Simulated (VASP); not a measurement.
**TiB: single point with PBEsol**

Crystal: TiB.

```
Ti B
1.0
     2.54395    0.00000    0.00000
     0.00000    2.54395    0.00000
     0.00000    0.00000    3.19225
Ti B
1 1
Direct
  0.50000 0.50000 0.50000
  0.00000 0.00000 0.00000
```

```json
{"Program": "VASP 6.6.1", "Task": "single point", "Functional": "PBEsol", "Potentials or basis": "VASP PAW PBE potentials, release 64 (Ti_sv, B)", "Cutoff": "500 eV", "k mesh": "16 × 16 × 14", "Occupations": "gaussian, width 0.1 eV", "Spin": "no spin polarisation"}
```

```
Pressure               : 0.1 GPa
Band gap on the k mesh : zero (an odd number of electrons rules out a gap without spin polarisation)
```

Stress tensor (GPa, compression positive):
```
0.03 0.00 0.00
0.00 0.03 0.00
0.00 0.00 0.10
```

Levels at points of the mesh, in eV from the Fermi level:
```tsv
k point	band 6	band 7	band 8	band 9	band 10	band 11
(0.00, 0.00, 0.00)	-1.92	-1.55	0.43	3.23	3.23	4.34
(0.50, 0.00, 0.00)	-5.90	-2.46	-0.48	1.34	3.64	5.81
(0.50, 0.50, 0.00)	-1.84	-1.84	0.24	0.50	0.50	3.69
(0.00, 0.00, 0.50)	-6.04	-1.22	1.22	1.22	2.22	4.39
(0.50, 0.00, 0.50)	-3.46	-1.73	-0.92	2.16	3.03	3.68
(0.50, 0.50, 0.50)	-4.44	-4.44	-0.88	3.96	5.78	6.85
```

Wall time 100 s on 1 thread of Intel Xeon 8259CL, with other jobs on the host, peak memory 0.21 GiB.

Caveat: the PAW data sets were made with another functional, which shifts forces and pressure a little.
